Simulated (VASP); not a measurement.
# GaAs (rocksalt type) (Fm-3m) in VASP: notebook

The runs below take GaAs (rocksalt type) through single point, with PBE.

All numbers are computed with VASP 6.6.1; they aren't measurements. Logs are shortened: lines on timing, memory, paths and dates and some standing lists are left out, and cuts for length are marked.

## 1. The cell of the first run

The structure is cubic, space group Fm-3m (No. 225). Conventional cell: a = 4.418 Å, b = 4.418 Å, c = 4.418 Å, α = 90.00°, β = 90.00°, γ = 90.00°. Ga (site symmetry m-3m) has 6 As at 2.21 Å within 2.9 Å. Within 2.9 Å of As (site symmetry m-3m) lie 6 Ga at 2.21 Å.

## 2. Single point, PBE (volume scaled by 0.55, level accurate)

Input file INCAR:

```
  PREC = Accurate
  ENCUT = 520
  EDIFF = 1E-7
  ISMEAR = -1
  SIGMA = 0.08
  LREAL = F
  LASPH = T
  NELM = 100
  ALGO = Normal
  ISIF = 2
  LWAVE = F
  LCHARG = F
  GGA = PE
  NBANDS = 16
```

Input file KPOINTS:

```
regular mesh
0
Gamma
  15 15 15
```

Input file POSCAR:

```
GaAs
1.0
    0.0000000000      2.2090502476      2.2090502476
    2.2090502476      0.0000000000      2.2090502476
    2.2090502476      2.2090502476      0.0000000000
Ga As
1 1
Direct
    0.0000000000      0.0000000000      0.0000000000
    0.5000000000      0.5000000000      0.5000000000
```

Potentials or basis: VASP PAW PBE potentials, release 64 (Ga_d, As).

Started as:

```bash
$ cat potpaw_PBE.64/Ga_d/POTCAR potpaw_PBE.64/As/POTCAR > POTCAR
$ mpirun -np 1 vasp_std > vasp.out
```

OUTCAR:

```text
PREC = Accurate
   ENCUT = 520
   EDIFF = 1E-7
   ISMEAR = -1
   LREAL = F
   LASPH = T
   NELM = 100
   ISIF = 2
   GGA = PE

 ion  position               nearest neighbor table
   1  0.000  0.000  0.000-   2 2.21   2 2.21   2 2.21   2 2.21   2 2.21   2 2.21
   2  0.500  0.500  0.500-   1 2.21   1 2.21   1 2.21   1 2.21   1 2.21   1 2.21

  LATTYP: Found a face centered cubic cell.
 ALAT       =     4.4181004952

  Lattice vectors:

 A1 = (   0.0000000000,   2.2090502476,   2.2090502476)
 A2 = (   2.2090502476,   0.0000000000,   2.2090502476)
 A3 = (   2.2090502476,   2.2090502476,   0.0000000000)

Analysis of symmetry for initial positions (statically):
=====================================================================
 Subroutine PRICEL returns:
 Original cell was already a primitive cell.

 Routine SETGRP: Setting up the symmetry group for a
 face centered cubic supercell.

 Subroutine GETGRP returns: Found 48 space group operations
 (whereof 48 operations were pure point group operations)
 out of a pool of 48 trial point group operations.

The static configuration has the point symmetry O_h .

Analysis of symmetry for dynamics (positions and initial velocities):
=====================================================================
 Subroutine PRICEL returns:
 Original cell was already a primitive cell.

 Routine SETGRP: Setting up the symmetry group for a
 face centered cubic supercell.

 Subroutine GETGRP returns: Found 48 space group operations
 (whereof 48 operations were pure point group operations)
 out of a pool of 48 trial point group operations.

The dynamic configuration has the point symmetry O_h .

 Subroutine INISYM returns: Found 48 space group operations
 (whereof 48 operations are pure point group operations),
 and found     1 'primitive' translations

----------------------------------------------------------------------------------------

                                     Primitive cell

  volume of cell :      21.5599

  direct lattice vectors                    reciprocal lattice vectors
     0.000000000  2.209050248  2.209050248    -0.226341615  0.226341615  0.226341615
     2.209050248  0.000000000  2.209050248     0.226341615 -0.226341615  0.226341615
     2.209050248  2.209050248  0.000000000     0.226341615  0.226341615 -0.226341615

  length of vectors
     3.124068820  3.124068820  3.124068820     0.392035177  0.392035177  0.392035177

  position of ions in fractional coordinates (direct lattice)
     0.000000000  0.000000000  0.000000000
     0.500000000  0.500000000  0.500000000

  ion indices of the primitive-cell ions
   primitive index   ion index
                 1           1
                 2           2

----------------------------------------------------------------------------------------

 KPOINTS: regular mesh

Automatic generation of k-mesh.
 Grid dimensions read from file:
 generate k-points for:   15   15   15

 Generating k-lattice:

  Cartesian coordinates                     Fractional coordinates (reciprocal lattice)
    -0.015089441  0.015089441  0.015089441     0.066666667  0.000000000  0.000000000
     0.015089441 -0.015089441  0.015089441     0.000000000  0.066666667  0.000000000
     0.015089441  0.015089441 -0.015089441     0.000000000  0.000000000  0.066666667

  Length of vectors
     0.026135678  0.026135678  0.026135678

  Shift w.r.t. Gamma in fractional coordinates (k-lattice)
     0.000000000  0.000000000  0.000000000

 Subroutine IBZKPT returns following result:
 ===========================================

 Found    120 irreducible k-points:

 Following reciprocal coordinates:
            Coordinates               Weight
  0.000000  0.000000  0.000000      1.000000
  0.066667  0.000000  0.000000      8.000000
  0.133333  0.000000  0.000000      8.000000
  0.200000  0.000000  0.000000      8.000000
  0.266667  0.000000  0.000000      8.000000
  0.333333  0.000000  0.000000      8.000000
[... 16 lines left out ...]
  0.133333  0.133333  0.000000      6.000000
  0.200000  0.133333  0.000000     24.000000
 [... further k-points ...]
   k-points           NKPTS =    120   k-points in BZ     NKDIM =    120   number of bands    NBANDS=     16
   number of dos      NEDOS =    301   number of ions     NIONS =      2
   total plane-waves  NPLWV =  13824
   dimension x,y,z NGX =    24 NGY =   24 NGZ =   24
   dimension x,y,z NGXF=    48 NGYF=   48 NGZF=   48
   ions per type =               1   1
   NGX,Y,Z   is equivalent  to a cutoff of  12.77, 12.77, 12.77 a.u.
   NGXF,Y,Z  is equivalent  to a cutoff of  25.54, 25.54, 25.54 a.u.
 SYSTEM =  unknown system
   PREC   = accura    normal or accurate (medium, high low for compatibility)
   ISTART =      0    job   : 0-new  1-cont  2-samecut
   ICHARG =      2    charge: 1-file 2-atom 10-const
   ISPIN  =      1    spin polarized calculation?
   LNONCOLLINEAR =      F non collinear calculations
   LSORBIT =      F    spin-orbit coupling
   LASPH  =      T    aspherical Exc in radial PAW
   ENCUT  =  520.0 eV  38.22 Ry    6.18 a.u.   5.81  5.81  5.81*2*pi/ulx,y,z
   NELM   =    100;   NELMIN=  2; NELMDL= -5     # of ELM steps
   EDIFF  = 0.1E-06   stopping-criterion for ELM
   LREAL  =      F    real-space projection
   EDIFFG = 0.1E-05   stopping-criterion for IOM
   NSW    =      0    number of steps for IOM
   IBRION =     -1    ionic relax: 0-MD 1-quasi-New 2-CG
   NFREE  =      0    steps in history (QN), initial steepest desc. (CG)
   ISIF   =      2    stress and relaxation
   ISYM   =      2    0-nonsym 1-usesym 2-fastsym
   POTIM  = 0.5000    time-step for ionic-motion
   TEBEG  =    0.0;   TEEND  =   0.0 temperature during run
   PSTRESS=    0.0 pullay stress
   NELECT =      18.0000    total number of electrons
   NUPDOWN=      -1.0000    fix difference up-down
   EMIN   =  10.00;   EMAX   =-10.00  energy-range for DOS
   EFERMI =   0.00;   METHOD = LEGACY
   ISMEAR =    -1;   SIGMA  =   0.08  broadening in eV -4-tet -1-fermi 0-gaus
   EFERMI_NEDOS =   21; number of points for ismear=-14 and -15
   IALGO  =     38    algorithm
   IMIX   =      4    mixing-type and parameters
     AMIX     =   0.40;   BMIX     =  1.00
     AMIX_MAG =   1.60;   BMIX_MAG =  1.00
  volume/ion in A,a.u.               =      10.78        72.75
  Fermi-wavevector in a.u.,A,eV,Ry     =   1.541523  2.913057 32.331441  2.376294
  Thomas-Fermi vector in A             =   2.647457
   LORBIT       =      0    0 simple, 1 ext, 2 COOP (PROOUT), +10 PAW based schemes
   GGA     = PE    functional components
[... 5 lines left out ...]
 non-spin polarized calculation
  energy-cutoff  :      520.00
  volume of cell :       21.56
 maximum number of plane-waves:       590
   NGX = 11   NGY = 11   NGZ = 11

 number of electron      18.0000007 magnetization

 Free energy of the ion-electron system (eV)
  ---------------------------------------------------
  ext. energy  EPLUGINS =         0.00000000
  ---------------------------------------------------
  free energy    TOTEN  =        -2.22845915 eV

  energy without entropy =       -2.21576580  energy(sigma->0) =       -2.22211248

 E-fermi :  13.6541     XC(G=0): -13.6746

 val. band max:       13.6460476466   @ k =   0.2000   0.0667   0.0000
 cond. band min:      13.6920573720   @ k =   0.3333   0.0667   0.0000
 fundamental gap:      0.0460097254
 Fermi energy:        13.6541388897

 k-point     1 :       0.0000    0.0000    0.0000
  band No.  band energies     occupation
      1      -6.0932      2.00000
      2      -3.0341      2.00000
      3      -3.0341      2.00000
      4      -3.0104      2.00000
      5      -3.0104      2.00000
      6      -3.0104      2.00000
[... 8 lines left out ...]
     15      24.4813      0.00000
     16      24.4814      0.00000

 k-point     2 :       0.0667    0.0000    0.0000
  band No.  band energies     occupation
      1      -5.9908      2.00000
      2      -3.0432      2.00000
      3      -3.0432      2.00000
      4      -3.0145      2.00000
      5      -3.0040      2.00000
      6      -3.0040      2.00000
[... 8 lines left out ...]
     15      23.4210      0.00000
     16      23.7368      0.00000

 k-point     3 :       0.1333    0.0000    0.0000
  band No.  band energies     occupation
      1      -5.6851      2.00000
      2      -3.0723      2.00000
      3      -3.0723      2.00000
      4      -3.0246      2.00000
      5      -2.9823      2.00000
      6      -2.9823      2.00000
[... 8 lines left out ...]
     15      23.0336      0.00000
     16      23.5622      0.00000

 k-point     4 :       0.2000    0.0000    0.0000
  band No.  band energies     occupation
      1      -5.1833      2.00000
      2      -3.1165      2.00000
      3      -3.1165      2.00000
      4      -3.0341      2.00000
      5      -2.9487      2.00000
      6      -2.9487      2.00000
[... 8 lines left out ...]
     15      23.0869      0.00000
     16      24.5689      0.00000
[... 324 lines left out ...]
 k-point    22 :      -0.0667    0.0667    0.0000
  band No.  band energies     occupation
      1      -5.8211      2.00000
      2      -3.0681      2.00000
      3      -3.0494      2.00000
      4      -3.0217      2.00000
      5      -2.9977      2.00000
      6      -2.9854      2.00000
[... 8 lines left out ...]
     15      23.4346      0.00000
     16      24.5059      0.00000

 k-point    23 :       0.1333    0.1333    0.0000
  band No.  band energies     occupation
      1      -5.5591      2.00000
      2      -3.1149      2.00000
      3      -3.0393      2.00000
      4      -3.0170      2.00000
      5      -2.9782      2.00000
      6      -2.9782      2.00000
[... 8 lines left out ...]
     15      25.5624      0.00000
     16      25.5624      0.00000

 k-point    24 :       0.2000    0.1333    0.0000
  band No.  band energies     occupation
      1      -5.2074      2.00000
      2      -3.1425      2.00000
      3      -3.0534      2.00000
      4      -3.0296      2.00000
      5      -2.9533      2.00000
      6      -2.9465      2.00000
[... 8 lines left out ...]
     15      25.3416      0.00000
     16      25.7151      0.00000

 [... further k-points ...]

------------------------ aborting loop because EDIFF is reached ----------------------------------------

  FORCE on cell =-STRESS in cart. coord.  units (eV):
  Direction    XX          YY          ZZ          XY          YZ          ZX
  --------------------------------------------------------------------------------------
  -------------------------------------------------------------------------------------
  Total       22.8978899     22.8978899     22.8978899      0.0000000      0.0000000      0.0000000
  in kB     1701.6070125   1701.6070125   1701.6070125      0.0000000      0.0000000      0.0000000
  external PRESSURE =    1701.6070125 kB  Pullay stress =       0.0000000 kB

 VOLUME and BASIS-vectors are now :
 -----------------------------------------------------------------------------
  energy-cutoff  :      520.00
  volume of cell :       21.56
      direct lattice vectors                 reciprocal lattice vectors
     0.000000000  2.209050248  2.209050248    -0.226341615  0.226341615  0.226341615
     2.209050248  0.000000000  2.209050248     0.226341615 -0.226341615  0.226341615
     2.209050248  2.209050248  0.000000000     0.226341615  0.226341615 -0.226341615

 POSITION                                       TOTAL-FORCE (eV/Angst)
 -----------------------------------------------------------------------------------
      0.00000      0.00000      0.00000        -0.000000      0.000000      0.000000
      2.20905      2.20905      2.20905         0.000000     -0.000000     -0.000000
 -----------------------------------------------------------------------------------
    total drift:                                0.000000     -0.000000     -0.000000

  FREE ENERGIE OF THE ION-ELECTRON SYSTEM (eV)
  ---------------------------------------------------
  free  energy   TOTEN  =        -2.2284591527 eV

  energy  without entropy=       -2.2157658027  energy(sigma->0) =       -2.22211248
```

Run time: 20 s. Hardware: 1 thread of Intel Xeon Platinum 8488C (Sapphire Rapids), shared host; peak memory 0.17 GiB.

Results:

```yaml
Free_energy: -2.2285 eV
Pressure: 170.2 GPa
Band_gap_on_the_k_mesh: zero (band 9 reaches 14.76 eV, above the bottom of band 10 at 10.91 eV)
```

## 3. Single point, PBE (volume scaled by 0.64)

Input file INCAR:

```
ALGO = Normal
EDIFF = 1E-6
ENCUT = 520
GGA = PE
ISIF = 2
ISMEAR = -1
LASPH = True
LCHARG = True
LELF = True
LREAL = False
LVHAR = True
LWAVE = False
NBANDS = 16
NELM = 60
PREC = Accurate
SIGMA = 0.08
```

Input file KPOINTS:

```
k-points
0
Gamma
  15 15 15
```

Input file POSCAR:

```
GaAs
1.0
    0.0000000000      2.3235107674      2.3235107674
    2.3235107674      0.0000000000      2.3235107674
    2.3235107674      2.3235107674      0.0000000000
Ga As
1 1
Direct
    0.0000000000      0.0000000000      0.0000000000
    0.5000000000      0.5000000000      0.5000000000
```

Potentials or basis: VASP PAW PBE potentials, release 64 (Ga_d, As).

Started as:

```bash
$ cat potpaw_PBE.64/Ga_d/POTCAR potpaw_PBE.64/As/POTCAR > POTCAR
$ mpirun -np 1 vasp_std > vasp.out
```

It took 19 s on 1 thread of Intel Xeon Platinum 8488C (Sapphire Rapids), shared host; peak memory 0.17 GiB.

Results (log left out):

| Property | Result |
| --- | --- |
| Free energy | -5.0028 eV |
| Pressure | 90.4 GPa |
| Band gap on the k mesh | zero (band 9 reaches 11.97 eV, above the bottom of band 10 at 7.96 eV) |

Levels at points of the mesh, in eV from the Fermi level:
```
           k point  band 6  band 7  band 8  band 9  band 10  band 11  band 12  band 13
(0.00, 0.00, 0.00)  -15.88   -0.06   -0.06   -0.06     5.07     7.35     7.35     7.35
```
